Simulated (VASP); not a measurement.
Wanted: the native input for a VASP 6.6.1 run.

- Task: single point
- Functional: PBEsol
- Potentials or basis: VASP PAW PBE potentials, release 64 (P)
- Cutoff: 500 eV
- k mesh: 16 × 16 × 9
- Occupations: fermi-dirac, width 0.08 eV
- Spin: no spin polarisation
- Dipole correction: no
- Further INCAR settings: ALGO = Normal; EDIFF = 1e-06; NBANDS = 12

The structure of P lies in POSCAR:

```
P
1.0
    2.1964324945      0.0000000000      0.0000000000
   -1.0982162473      1.9021663380      0.0000000000
    0.0000000000      0.0000000000      3.4883662940
P
2
Direct
    0.3333333333      0.6666666667      0.2500000000
    0.6666666667      0.3333333333      0.7500000000
```

This isn't the form of P at room conditions, which is orthorhombic.

One way to write it, as run:

INCAR

```
PREC = Accurate
ENCUT = 500
EDIFF = 1E-6
ISMEAR = -1
SIGMA = 0.08
LREAL = F
LASPH = T
NELM = 120
ALGO = Normal
ISIF = 2
LWAVE = F
LCHARG = T
GGA = PS
LELF = T
LVHAR = T
NBANDS = 12
GGA_COMPAT = F
```

KPOINTS

```
regular mesh
0
Gamma
  16 16 9
```

Potentials or basis: VASP PAW PBE potentials, release 64 (P).

The run is started by

```sh
$ cat potpaw_PBE.64/P/POTCAR > POTCAR
$ mpirun -np 1 vasp_std > vasp.out
```

It gave:

```json
{
 "Pressure": "230.5 GPa",
 "Band gap on the k mesh": "zero (bands 5 and 6 overlap by 18.83 eV)"
}
```

Caveat: the cell stands under pressure; the PAW data sets were made with another functional, which shifts forces and pressure a little.

Run time: 20 s on 1 thread of AMD EPYC 7R43 64-Core Processor (Zen 3) (shared host), peak memory 0.09 GiB.
